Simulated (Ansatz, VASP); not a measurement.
# Two plane-wave programs on InSb

```xyz
4
Lattice="4.5605 0.0000 0.0000 0.0000 4.5605 0.0000 0.0000 0.0000 5.2978" Properties=species:S:1:pos:R:3 pbc="T T T"
In    2.2802    0.0000    5.2658
In    0.0000    2.2802    0.0320
Sb    2.2802    2.2802    2.6489
Sb    0.0000    0.0000    2.6489
```

Alike in both runs: functional PBE; k mesh 4 × 4 × 2; occupations gaussian, width 0.1 eV; no spin polarisation.

Ansatz relaxed the structure, and its values are those at the end. VASP's run is a single point on that final structure, the one shown.

```csv
,VASP,Ansatz
version,VASP 6.6.1,Ansatz 0.2.0
potentials or method,"VASP PAW PBE potentials, release 64 (In_d, Sb), cutoff 520 eV","scalar-relativistic, plane waves, PAW"
valence electrons in the cell,36,56
```

VASP gave:

- gap on the k mesh at the Fermi level (eV): none
- pressure (GPa): 0.0

**Question.** What did Ansatz give for the same quantities?

**Answer.** gap on the k mesh at the Fermi level (eV): none; pressure (GPa): 0.1.

A gap of «none» marks a metal or a gap that the smearing closes. VASP's potentials hold 36 valence electrons a cell and Ansatz's 56, so a difference there can come from the potentials and not from the codes.

The k mesh is coarse, so the values compare programs but aren't converged. Spin-orbit coupling is off throughout.
